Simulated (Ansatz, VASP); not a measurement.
**CdTe in VASP and in Ansatz**

The input INCAR:

```
ALGO     = Normal         # electronic algorithm
EDIFF    = 1E-6           # SCF threshold, eV
ENCUT    = 500            # plane-wave cutoff, eV
GGA      = CA             # functional
GGA_COMPAT= F            
ISIF     = 2              # what is computed and relaxed
ISMEAR   = 0              # smearing method
LASPH    = T              # aspherical terms in the spheres
LCHARG   = F              # write CHGCAR
LREAL    = F              # projectors in reciprocal space
LWAVE    = F              # write WAVECAR
NBANDS   = 16             # bands
NELM     = 120            # most SCF steps
PREC     = Accurate       # precision mode
SIGMA    = 0.01           # smearing width, eV
```

File KPOINTS:

```
k-points
0
Gamma
  4 4 4
```

The input POSCAR:

```
CdTe
1.0
    0.0000000000      3.2799551172      3.2799551172
    3.2799551172      0.0000000000      3.2799551172
    3.2799551172      3.2799551172      0.0000000000
Cd Te
1 1
Direct
    0.0000000000      0.0000000000      0.0000000000
    0.2500000000      0.2500000000      0.2500000000
```

Input for Ansatz:

```yaml
crystal:
  lattice:
    - [0.0, 3.2799551172, 3.2799551172]
    - [3.2799551172, 0.0, 3.2799551172]
    - [3.2799551172, 3.2799551172, 0.0]
  atoms:
    - { symbol: Cd, position: [0.0, 0.0, 0.0] }
    - { symbol: Te, position: [0.25, 0.25, 0.25] }
kpoints:
  mp_grid: { grid: [4, 4, 4] }
hamiltonian:
  xc: lda
scf:
  occupations: { method: fixed }
  n_extra_bands: 4
output:
  forces: true
  stress: true
  eigenvalues: true
```

Alike in both runs: task single point; functional LDA; k mesh 4 × 4 × 4; no spin polarisation.

|  | VASP | Ansatz |
| --- | --- | --- |
| version | VASP 6.6.1 | Ansatz 0.2.0 |
| potentials or method | VASP PAW LDA potentials, release 64 (Cd, Te) | plane waves |
| plane-wave cutoff (eV) | 500 | 420 |
| occupations | gaussian, width 0.01 eV | fixed |
| valence electrons in the cell | 18 | 36 |

|  | VASP | Ansatz | Ansatz less VASP |
| --- | --- | --- | --- |
| gap on the k mesh at the Fermi level (eV) | 0.42 | 0.38 | -0.039 |
| pressure (GPa) | -2.3 | -2.5 | -0.20 |

LDA's correlation is that of Perdew and Zunger in VASP and of Perdew and Wang (1992) in Ansatz. VASP's potentials hold 18 valence electrons a cell and Ansatz's 36, so a difference there can come from the potentials and not from the codes.

Spin-orbit coupling is off throughout.
